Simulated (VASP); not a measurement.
Set up this calculation in VASP 6.6.1, as the native input.

```
Task                   : single point
Functional             : r2SCAN
Potentials or basis    : VASP PAW PBE potentials, release 64 (N, Ga_d, As)
Cutoff                 : 520 eV
k mesh                 : 6 × 6 × 6
Occupations            : gaussian, width 0.01 eV
Spin                   : no spin polarisation
Dipole correction      : no
Further INCAR settings : ALGO = Normal; EDIFF = 1e-06; NBANDS = 46
```

The system is Ga4As3N.

```
N Ga As
1.0
    -2.69405    2.69405    5.30683
     2.69405   -2.69405    5.30683
     2.69405    2.69405   -5.30683
N Ga As
1 4 3
Direct
  0.00000 0.00000 0.00000
  0.67573 0.67573 0.57576
  0.90003 0.32427 0.00000
  0.09997 0.09997 0.42424
  0.32427 0.90003 0.00000
  0.25000 0.75000 0.50000
  0.50000 0.50000 0.00000
  0.75000 0.25000 0.50000
```

The input as run:

POSCAR

```
Ga4As3N
1.0
   -2.6940485757      2.6940485757      5.3068335680
    2.6940485757     -2.6940485757      5.3068335680
    2.6940485757      2.6940485757     -5.3068335680
N Ga As
1 4 3
Direct
    0.0000000000      0.0000000000      0.0000000000
    0.6757337493      0.6757337493      0.5757609111
    0.9000271618      0.3242662507      0.0000000000
    0.0999728382      0.0999728382      0.4242390889
    0.3242662507      0.9000271618      0.0000000000
    0.2500000000      0.7500000000      0.5000000000
    0.5000000000      0.5000000000      0.0000000000
    0.7500000000      0.2500000000      0.5000000000
```

INCAR.step1

```
  PREC = Accurate
  ENCUT = 520
  ISMEAR = 0
  SIGMA = 0.01
  LREAL = False
  LASPH = True
  NELM = 100
  NBANDS = 46
  GGA = PE
  ALGO = Normal
  EDIFF = 1E-4
  LWAVE = True
  LCHARG = False
```

INCAR.step2

```
  PREC = Accurate
  ENCUT = 520
  EDIFF = 1E-6
  ISMEAR = 0
  SIGMA = 0.01
  LREAL = False
  LASPH = True
  NELM = 100
  ALGO = Normal
  ISIF = 2
  LWAVE = False
  LCHARG = True
  METAGGA = R2SCAN
  LMIXTAU = True
  LELF = True
  LVHAR = True
  NBANDS = 46
  ISTART = 1
```

KPOINTS

```
Automatic mesh
0
Gamma
  6 6 6
```

Potentials or basis: VASP PAW PBE potentials, release 64 (N, Ga_d, As).

Command:

```console
$ cat potpaw_PBE.64/N/POTCAR potpaw_PBE.64/Ga_d/POTCAR potpaw_PBE.64/As/POTCAR > POTCAR
$ cp INCAR.step1 INCAR
$ mpirun -np 1 vasp_std > vasp.out
$ cp INCAR.step2 INCAR
$ mpirun -np 1 vasp_std > vasp.out
```

It gave:

```
Pressure               : 0.2 GPa
Largest force          : 0.044 eV/Å
Band gap on the k mesh : 0.51 eV
```

Caveat: semilocal functionals underestimate gaps, and a narrow one can read as zero; the PAW data sets were made with another functional, which shifts forces and pressure a little.

Run time: 11 min on 1 thread of Intel(R) Xeon(R) 6975P-C (Granite Rapids), with other jobs on the host, peak memory 0.48 GiB.
